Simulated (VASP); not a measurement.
# Ti in VASP: further runs, part 2 of 2

VASP 6.6.1. Earlier steps stand in the parts before.

## Step 3: Single point, PBE

INCAR

```
PREC = Accurate
ENCUT = 520
EDIFF = 1E-6
ISMEAR = 0
SIGMA = 0.1
LREAL = F
LASPH = T
NELM = 100
ALGO = Normal
ISIF = 2
LWAVE = F
LCHARG = F
LDIPOL = T
IDIPOL = 3
DIPOL = 0.5 0.5 0.500
GGA = PE
EFIELD = 0.3
NBANDS = 51
```

KPOINTS

```
regular mesh
0
Gamma
  12 12 1
```

POSCAR

```
Ti
1.0
    2.9384580613      0.0000000000      0.0000000000
   -1.4692290307      2.5447793291      0.0000000000
    0.0000000000      0.0000000000     28.9519020424
Ti
7
Direct
    0.6666666667      0.3333333333      0.2590503377
    0.3333333333      0.6666666667      0.3393668918
    0.6666666667      0.3333333333      0.4196834459
    0.3333333333      0.6666666667      0.5000000000
    0.6666666667      0.3333333333      0.5803165541
    0.3333333333      0.6666666667      0.6606331082
    0.6666666667      0.3333333333      0.7409496623
```

Potentials or basis: VASP PAW PBE potentials, release 64 (Ti_sv).

Launch:

```console
$ cat potpaw_PBE.64/Ti_sv/POTCAR > POTCAR
$ mpirun -np 1 vasp_std > vasp.out
```

OUTCAR:

```text
PREC = Accurate
   ENCUT = 520
   EDIFF = 1E-6
   ISMEAR = 0
   LREAL = F
   LASPH = T
   NELM = 100
   ISIF = 2
   GGA = PE

 ion  position               nearest neighbor table
   1  0.667  0.333  0.259-   2 2.88   2 2.88   2 2.88
   2  0.333  0.667  0.339-   1 2.88   3 2.88   1 2.88   3 2.88   1 2.88   3 2.88
   3  0.667  0.333  0.420-   2 2.88   4 2.88   2 2.88   4 2.88   2 2.88   4 2.88
   4  0.333  0.667  0.500-   3 2.88   5 2.88   3 2.88   5 2.88   3 2.88   5 2.88
   5  0.667  0.333  0.580-   4 2.88   6 2.88   4 2.88   6 2.88   4 2.88   6 2.88
   6  0.333  0.667  0.661-   7 2.88   5 2.88   7 2.88   5 2.88   7 2.88   5 2.88
   7  0.667  0.333  0.741-   6 2.88   6 2.88   6 2.88
[... 1235 lines left out ...]
  in kB      -13.1651336    -13.1651336    -16.0183207      0.0000000     -0.0000000      0.0000000
  external PRESSURE =     -14.1161960 kB  Pullay stress =       0.0000000 kB

 VOLUME and BASIS-vectors are now :
 -----------------------------------------------------------------------------
  energy-cutoff  :      520.00
  volume of cell :      216.49
      direct lattice vectors                 reciprocal lattice vectors
     2.938458061  0.000000000  0.000000000     0.340314539  0.196480691  0.000000000
    -1.469229031  2.544779329  0.000000000     0.000000000  0.392961381  0.000000000
     0.000000000  0.000000000 28.951902042     0.000000000  0.000000000  0.034540045

 POSITION                                       TOTAL-FORCE (eV/Angst)
 -----------------------------------------------------------------------------------
      1.46923      0.84826      7.50000        -0.000000      0.000000      0.547727
     -0.00000      1.69652      9.82532         0.000000     -0.000000     -0.639101
      1.46923      0.84826     12.15063        -0.000000      0.000000      0.091228
     -0.00000      1.69652     14.47595         0.000000     -0.000000      0.000174
      1.46923      0.84826     16.80127        -0.000000     -0.000000     -0.090796
     -0.00000      1.69652     19.12659         0.000000      0.000000      0.632085
      1.46923      0.84826     21.45190        -0.000000      0.000000     -0.541317
 -----------------------------------------------------------------------------------
    total drift:                               -0.000000      0.000000     -0.001098

  FREE ENERGIE OF THE ION-ELECTRON SYSTEM (eV)
  ---------------------------------------------------
  free  energy   TOTEN  =       -52.9720219179 eV

  energy  without entropy=      -52.9128402555  energy(sigma->0) =      -52.94243109

 vacuum level on the upper side and lower side of the slab         5.405         8.247
```

stdout:

```text
POSCAR found type information on POSCAR Ti
 POSCAR found :  1 types and       7 ions
 scaLAPACK will be used
 LDA part: xc-table for (Slater+PW92), standard interpolation
 POSCAR, INCAR and KPOINTS ok, starting setup
 FFT: planning ... GRIDC
 FFT: planning ... GRID_SOFT
 FFT: planning ... GRID
 WAVECAR not read
 entering main loop
```

It took 21 min on 1 thread of Intel Xeon 8259CL, shared host; peak memory 0.42 GiB.

What came out:

```
Free energy            : -52.9720 eV
Largest force          : 0.639 eV/Å
Band gap on the k mesh : zero (bands 42 and 43 overlap by 0.99 eV)
```

Forces in eV/Å, atoms in the order of the input:
```
Ti   0.000  0.000  0.548
Ti   0.000  0.000 -0.639
Ti   0.000  0.000  0.091
Ti   0.000  0.000  0.000
Ti   0.000  0.000 -0.091
Ti   0.000  0.000  0.632
Ti   0.000  0.000 -0.541
```

Levels at points of the mesh, in eV from the Fermi level:
| k point | band 40 | band 41 | band 42 | band 43 | band 44 | band 45 |
| --- | --- | --- | --- | --- | --- | --- |
| (0.00, 0.00, 0.00) | 0.44 | 0.62 | 0.64 | 0.64 | 0.66 | 0.66 |
| (0.50, 0.00, 0.00) | -0.87 | -0.76 | 0.18 | 0.30 | 0.57 | 0.84 |

## Step 4: Single point, PBE

INCAR

```
SYSTEM = Ti
PREC = Accurate
ENCUT = 520
EDIFF = 1E-6
ISMEAR = 0
SIGMA = 0.1
LREAL = .FALSE.
LASPH = .TRUE.
NELM = 80
ALGO = Normal
ISIF = 2
LWAVE = .FALSE.
LCHARG = .FALSE.
LDIPOL = .TRUE.
IDIPOL = 3
DIPOL = 0.5 0.5 0.500
GGA = PE
NBANDS = 51
EFIELD = -0.1
```

KPOINTS

```
Automatic mesh
0
G
  12 12 1
  0 0 0
```

POSCAR is that of step 3.

Launch:

```console
$ cat potpaw_PBE.64/Ti_sv/POTCAR > POTCAR
$ mpirun -np 1 vasp_std > vasp.out
```

Wall time 23 min (1 thread of Intel Xeon 8259CL, shared host); peak memory 0.43 GiB.

It converged, with:

| Quantity | Value |
| --- | --- |
| Free energy | -52.9413 eV |
| Largest force | 0.636 eV/Å |
| Band gap on the k mesh | zero (bands 42 and 43 overlap by 0.99 eV) |

Forces in eV/Å, atoms in the order of the input:
```
Ti   0.000  0.000  0.547
Ti   0.000  0.000 -0.634
Ti   0.000  0.000  0.093
Ti   0.000  0.000 -0.001
Ti   0.000  0.000 -0.095
Ti   0.000  0.000  0.636
Ti   0.000  0.000 -0.546
```

Levels at points of the mesh, in eV from the Fermi level:
```
           k point  band 40  band 41  band 42  band 43  band 44  band 45
(0.00, 0.00, 0.00)     0.44     0.62     0.64     0.64     0.66     0.66
(0.50, 0.00, 0.00)    -0.87    -0.76     0.18     0.30     0.57     0.84
```

## Step 5: Single point, PBE

INCAR

```
PREC     = Accurate       # precision mode
ENCUT    = 520            # plane-wave cutoff, eV
EDIFF    = 1E-6           # SCF threshold, eV
ISMEAR   = 0              # smearing method
SIGMA    = 1.5            # smearing width, eV
LREAL    = F              # projectors in reciprocal space
LASPH    = T              # aspherical terms in the spheres
NELM     = 100            # most SCF steps
ALGO     = Normal         # electronic algorithm
ISIF     = 2              # what is computed and relaxed
LWAVE    = F              # write WAVECAR
LCHARG   = T              # write CHGCAR
LDIPOL   = T            
IDIPOL   = 3            
DIPOL    = 0.5 0.5 0.500
GGA      = PE             # functional
LELF     = T              # ELF
LVHAR    = T            
LVACPOTAV= T            
NBANDS   = 51             # bands
```

KPOINTS

```
regular mesh
0
Gamma
  12 12 1
```

POSCAR is that of step 4.

Launch:

```console
$ cat potpaw_PBE.64/Ti_sv/POTCAR > POTCAR
$ mpirun -np 1 vasp_std > vasp.out
```

Run time: 21 min. Hardware: 1 thread of Intel Xeon 8259CL, shared host; peak memory 0.43 GiB.

The run converged. Its results:

```
Free energy            : -59.2452 eV
Largest force          : 0.255 eV/Å
Band gap on the k mesh : zero (bands 42 and 43 overlap by 1.04 eV)
```

Forces on the atoms (eV/Å):
```
Ti   0.000  0.000 -0.255
Ti   0.000  0.000 -0.181
Ti   0.000  0.000 -0.025
Ti   0.000  0.000  0.000
Ti   0.000  0.000  0.025
Ti   0.000  0.000  0.181
Ti   0.000  0.000  0.255
```

Levels at points of the mesh, in eV from the Fermi level:
```csv
k point,band 37,band 38,band 39,band 40,band 41,band 42,band 43,band 44,band 45,band 46
"(0.00, 0.00, 0.00)",-0.03,0.24,0.37,0.51,0.69,0.77,0.77,0.78,0.78,0.78
"(0.50, 0.00, 0.00)",-1.16,-0.95,-0.82,-0.77,-0.69,0.28,0.38,0.73,0.98,1.10
```

Caveat: so wide a smearing shifts energies and pressures.

## Step 6: The runs side by side

| smearing | electric field (eV/Å) | gap on the mesh (eV) | largest force (eV/Å) |
| --- | --- | --- | --- |
| gaussian 0.01 eV | - | none | 0.67 |
| gaussian 0.1 eV | 0.3 eV/Å | none | 0.64 |
| gaussian 0.1 eV | -0.1 eV/Å | none | 0.64 |
| gaussian 1.5 eV | - | none | 0.26 |

Alike in all rows: task single point; level PBE; potentials or basis VASP PAW PBE potentials, release 64 (Ti_sv); no spin polarisation; cell as given; k mesh 12 × 12 × 1; cutoff (eV) 520.

Caveats: so wide a smearing shifts energies and pressures (at least some runs).

Absolute energies hang on the potentials; compare differences alone.
